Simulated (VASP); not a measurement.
# BP (F-43m) in VASP: notebook, part 2 of 2

VASP 6.6.1. The steps go on from the part before.

**3. Relaxation of cell and atoms, PBE, target pressure 9 GPa, at which the enthalpy is minimised**

This run uses another cell than the first one, of 11.76 Å³/atom.

INCAR

```
SYSTEM = BP
ALGO = Normal
EDIFF = 1E-7
EDIFFG = -0.001
ENCUT = 500
GGA = PE
GGA_COMPAT = .False.
IBRION = 2
ISIF = 3
ISMEAR = 0
LASPH = .True.
LCHARG = .False.
LREAL = .False.
LWAVE = .False.
NELM = 120
NELMIN = 4
NSW = 80
PREC = Accurate
PSTRESS = 90.0
SIGMA = 0.01
```

KPOINTS

```
k-points
0
Gamma
  10 10 10
  0 0 0
```

POSCAR

```
BP
1.0
    0.0000000000      2.2741905837      2.2741905837
    2.2741905837      0.0000000000      2.2741905837
    2.2741905837      2.2741905837      0.0000000000
B P
1 1
Direct
    0.0000000000      0.0000000000      0.0000000000
    0.7500000000      0.7500000000      0.7500000000
```

Potentials or basis: VASP PAW PBE potentials, release 64 (B, P).

Command:

```console
$ cat potpaw_PBE.64/B/POTCAR potpaw_PBE.64/P/POTCAR > POTCAR
$ mpirun -np 1 vasp_std > vasp.out
```

OUTCAR:

```text
SYSTEM = BP
   EDIFF = 1E-7
   EDIFFG = -0.001
   ENCUT = 500
   GGA = PE
   IBRION = 2
   ISIF = 3
   ISMEAR = 0
   LASPH = .True.
   LREAL = .False.
   NELM = 120
   NELMIN = 4
   NSW = 80
   PREC = Accurate
   PSTRESS = 90.0

 ion  position               nearest neighbor table
   1  0.000  0.000  0.000-   2 1.97   2 1.97   2 1.97   2 1.97
   2  0.750  0.750  0.750-   1 1.97   1 1.97   1 1.97   1 1.97

  LATTYP: Found a face centered cubic cell.
 ALAT       =     4.5483811674

  Lattice vectors:

 A1 = (   0.0000000000,   2.2741905837,   2.2741905837)
 A2 = (   2.2741905837,   0.0000000000,   2.2741905837)
 A3 = (   2.2741905837,   2.2741905837,   0.0000000000)

Analysis of symmetry for initial positions (statically):
=====================================================================
 Subroutine PRICEL returns:
 Original cell was already a primitive cell.

 Routine SETGRP: Setting up the symmetry group for a
 face centered cubic supercell.

 Subroutine GETGRP returns: Found 24 space group operations
 (whereof 24 operations were pure point group operations)
 out of a pool of 48 trial point group operations.

The static configuration has the point symmetry T_d .

Analysis of symmetry for dynamics (positions and initial velocities):
=====================================================================
 Subroutine PRICEL returns:
 Original cell was already a primitive cell.

 Routine SETGRP: Setting up the symmetry group for a
 face centered cubic supercell.

 Subroutine GETGRP returns: Found 24 space group operations
 (whereof 24 operations were pure point group operations)
 out of a pool of 48 trial point group operations.

The dynamic configuration has the point symmetry T_d .

 Subroutine INISYM returns: Found 24 space group operations
 (whereof 24 operations are pure point group operations),
 and found     1 'primitive' translations

----------------------------------------------------------------------------------------

                                     Primitive cell

  volume of cell :      23.5240

  direct lattice vectors                    reciprocal lattice vectors
     0.000000000  2.274190584  2.274190584    -0.219858443  0.219858443  0.219858443
     2.274190584  0.000000000  2.274190584     0.219858443 -0.219858443  0.219858443
     2.274190584  2.274190584  0.000000000     0.219858443  0.219858443 -0.219858443

  length of vectors
     3.216191167  3.216191167  3.216191167     0.380805993  0.380805993  0.380805993

  position of ions in fractional coordinates (direct lattice)
     0.000000000  0.000000000  0.000000000
     0.750000000  0.750000000  0.750000000

  ion indices of the primitive-cell ions
   primitive index   ion index
                 1           1
                 2           2

----------------------------------------------------------------------------------------

 KPOINTS: k-points

Automatic generation of k-mesh.
 Grid dimensions read from file:
 generate k-points for:   10   10   10

 Generating k-lattice:

[... 44 lines left out ...]
   number of dos      NEDOS =    301   number of ions     NIONS =      2
   total plane-waves  NPLWV =  13824
   dimension x,y,z NGX =    24 NGY =   24 NGZ =   24
   dimension x,y,z NGXF=    48 NGYF=   48 NGZF=   48
   ions per type =               1   1
   NGX,Y,Z   is equivalent  to a cutoff of  12.41, 12.41, 12.41 a.u.
   NGXF,Y,Z  is equivalent  to a cutoff of  24.81, 24.81, 24.81 a.u.
 SYSTEM =  BP
   PREC   = accura    normal or accurate (medium, high low for compatibility)
   ISTART =      0    job   : 0-new  1-cont  2-samecut
   ICHARG =      2    charge: 1-file 2-atom 10-const
   ISPIN  =      1    spin polarized calculation?
   LNONCOLLINEAR =      F non collinear calculations
   LSORBIT =      F    spin-orbit coupling
   LASPH  =      T    aspherical Exc in radial PAW
   ENCUT  =  500.0 eV  36.75 Ry    6.06 a.u.   5.86  5.86  5.86*2*pi/ulx,y,z
   NELM   =    120;   NELMIN=  4; NELMDL= -5     # of ELM steps
   EDIFF  = 0.1E-06   stopping-criterion for ELM
   LREAL  =      F    real-space projection
   EDIFFG = -.1E-02   stopping-criterion for IOM
   NSW    =     80    number of steps for IOM
   IBRION =      2    ionic relax: 0-MD 1-quasi-New 2-CG
   NFREE  =      1    steps in history (QN), initial steepest desc. (CG)
   ISIF   =      3    stress and relaxation
   ISYM   =      2    0-nonsym 1-usesym 2-fastsym
   POTIM  = 0.5000    time-step for ionic-motion
   TEBEG  =    0.0;   TEEND  =   0.0 temperature during run
   PSTRESS=   90.0 pullay stress
   NELECT =       8.0000    total number of electrons
   NUPDOWN=      -1.0000    fix difference up-down
   EMIN   =  10.00;   EMAX   =-10.00  energy-range for DOS
   EFERMI =   0.00;   METHOD = LEGACY
   ISMEAR =     0;   SIGMA  =   0.01  broadening in eV -4-tet -1-fermi 0-gaus
   EFERMI_NEDOS =   21; number of points for ismear=-14 and -15
   IALGO  =     38    algorithm
   IMIX   =      4    mixing-type and parameters
     AMIX     =   0.40;   BMIX     =  1.00
     AMIX_MAG =   1.60;   BMIX_MAG =  1.00
  volume/ion in A,a.u.               =      11.76        79.37
  Fermi-wavevector in a.u.,A,eV,Ry     =   1.142706  2.159402 17.766185  1.305778
  Thomas-Fermi vector in A             =   2.279404
   LORBIT       =      0    0 simple, 1 ext, 2 COOP (PROOUT), +10 PAW based schemes
   GGA     = PE    functional components
   LHFCALC =     F    Hartree Fock is set to
   AEXX    =    0.0000 exact exchange contribution
   IVDW    =     0    specifies the selected vdW correction
   LEPSILON=     F    determine dielectric tensor
   LRPA    =     F    only Hartree local field effects (RPA)
 conjugate gradient relaxation of ions
 non-spin polarized calculation
 Gauss-broadening in eV      SIGMA  =   0.01
  energy-cutoff  :      500.00
  volume of cell :       23.52
 maximum number of plane-waves:       610
   NGX = 11   NGY = 11   NGZ = 11

--------------------------------------- Ionic step        1  -------------------------------------------

 number of electron       8.0000000 magnetization

 Free energy of the ion-electron system (eV)
  ---------------------------------------------------
  ext. energy  EPLUGINS =         0.00000000
  ---------------------------------------------------
  free energy    TOTEN  =       -12.93057311 eV

  energy without entropy =      -12.93057311  energy(sigma->0) =      -12.93057311

------------------------ aborting loop because EDIFF is reached ----------------------------------------

  FORCE on cell =-STRESS in cart. coord.  units (eV):
  Direction    XX          YY          ZZ          XY          YZ          ZX
  --------------------------------------------------------------------------------------
  -------------------------------------------------------------------------------------
  Total       -0.0311923     -0.0311923     -0.0311923     -0.0000000     -0.0000000     -0.0000000
  in kB       -2.1244519     -2.1244519     -2.1244519     -0.0000000     -0.0000000     -0.0000000
  external PRESSURE =     -92.1244519 kB  Pullay stress =      90.0000000 kB
[... 177 lines left out ...]
--------------------------------------- Ionic step        6  -------------------------------------------

 number of electron       8.0000001 magnetization

 Free energy of the ion-electron system (eV)
  ---------------------------------------------------
  ext. energy  EPLUGINS =         0.00000000
  ---------------------------------------------------
  free energy    TOTEN  =       -12.89934001 eV

  energy without entropy =      -12.89934001  energy(sigma->0) =      -12.89934001

 E-fermi :   8.0895     XC(G=0): -11.1021

 val. band max:        7.9737913669   @ k =   0.0000   0.0000   0.0000
 cond. band min:       9.1507873461   @ k =   0.4000   0.4000   0.0000
 fundamental gap:      1.1769959792
 Fermi energy:         8.0895247987

 k-point     1 :       0.0000    0.0000    0.0000
  band No.  band energies     occupation
      1      -7.8941      2.00000
      2       7.9738      2.00000
      3       7.9738      2.00000
      4       7.9738      2.00000
      5      11.4450      0.00000
      6      11.4450      0.00000
      7      11.4450      0.00000
      8      16.0437      0.00000
[... 243 lines left out ...]
 k-point    24 :       0.4000    0.3000    0.0000
  band No.  band energies     occupation
      1      -4.8346      2.00000
      2       1.7161      2.00000
      3       3.7563      2.00000
      4       4.3169      2.00000
      5       9.7499      0.00000
      6      11.5826      0.00000
      7      17.7498      0.00000
      8      17.7903      0.00000

 [... further k-points ...]

------------------------ aborting loop because EDIFF is reached ----------------------------------------

  FORCE on cell =-STRESS in cart. coord.  units (eV):
  Direction    XX          YY          ZZ          XY          YZ          ZX
  --------------------------------------------------------------------------------------
  -------------------------------------------------------------------------------------
  Total        1.2559666      1.2559666      1.2559666     -0.0000000      0.0000000     -0.0000000
  in kB       90.0990186     90.0990186     90.0990186     -0.0000000      0.0000000     -0.0000000
  external PRESSURE =       0.0990186 kB  Pullay stress =      90.0000000 kB
[... 21 lines left out ...]
  energy  without entropy=      -12.8993400140  energy(sigma->0) =      -12.89934001

  enthalpy is  TOTEN    =       -11.6447536853 eV   P V=        1.2545863287

 reached required accuracy - stopping structural energy minimisation
```

OSZICAR:

```text
N       E                     dE             d eps       ncg     rms          rms(c)
DAV:   1     0.100638160622E+02    0.10064E+02   -0.40222E+03   752   0.871E+02
DAV:   2    -0.133374287727E+02   -0.23401E+02   -0.22209E+02  1216   0.108E+02
DAV:   3    -0.136230292046E+02   -0.28560E+00   -0.28560E+00   912   0.154E+01
DAV:   4    -0.136235679645E+02   -0.53876E-03   -0.53876E-03  1152   0.714E-01
[... 50 lines left out ...]
DAV:   2    -0.128993402077E+02    0.24389E-05   -0.49697E-06   992   0.145E-02    0.709E-03
DAV:   3    -0.128993397697E+02    0.43807E-06   -0.14837E-06   864   0.702E-03    0.194E-03
DAV:   4    -0.128993398728E+02   -0.10314E-06   -0.49003E-08   400   0.172E-03    0.137E-03
DAV:   5    -0.128993399899E+02   -0.11714E-06   -0.18858E-08   376   0.107E-03    0.713E-04
DAV:   6    -0.128993400140E+02   -0.24025E-07   -0.18293E-09   376   0.412E-04
   6 F= -.11644754E+02 E0= -.11644754E+02  d E =-.624067E-05
```

CONTCAR:

```text
BP
   1.00000000000000
    -0.0000000000000000    2.2351819207389685    2.2351819207389685
     2.2351819207389685    0.0000000000000000    2.2351819207389685
     2.2351819207389685    2.2351819207389685   -0.0000000000000000
  B               P
     1     1
Direct
     0.0000000000000000    0.0000000000000000    0.0000000000000000
     0.7500000000000000    0.7500000000000000    0.7500000000000000

  0.00000000E+00  0.00000000E+00  0.00000000E+00
  0.00000000E+00  0.00000000E+00  0.00000000E+00
```

Run time: 28 s. Hardware: 1 thread of Intel Xeon Platinum 8259CL at 2.50GHz (Skylake/Cascade Lake), shared host; peak memory 0.14 GiB.

Results:

| Quantity | Value |
| --- | --- |
| Free energy | -12.8993 eV |
| Relaxed volume | 11.17 Å³/atom |
| Relaxed cell | a = 3.161 Å, b = 3.161 Å, c = 3.161 Å, α = 60.00°, β = 60.00°, γ = 60.00° |
| Space group after relaxing (to 0.1 Å) | F-43m (No. 216) |
| Energy change on relaxing (the run minimises the enthalpy) | +15.6 meV/atom |
| Ionic steps | 6 |
| Pressure after relaxing | 9.0 GPa |
| Band gap on the k mesh | 1.18 eV (least direct gap 3.47 eV) |

The path:
```tsv
step	energy change (eV)	largest force (eV/Å)	pressure (GPa)	volume (Å³)
1	0.0000	0.0000	-0.21	23.52
2	0.1212	0.0000	19.12	21.30
3	0.0308	0.0000	8.94	22.34
4	0.0321	0.0000	9.14	22.32
5	0.0305	0.0000	8.89	22.35
6	0.0312	0.0000	9.01	22.33
```

Final structure:
```
B P
1.0
     0.00000    2.23518    2.23518
     2.23518    0.00000    2.23518
     2.23518    2.23518    0.00000
B P
1 1
Direct
  0.00000 0.00000 0.00000
  0.75000 0.75000 0.75000
```

Caveat: the cell is relaxed towards a set pressure, so the run minimises the enthalpy, not the energy. A k mesh can miss the band edges.
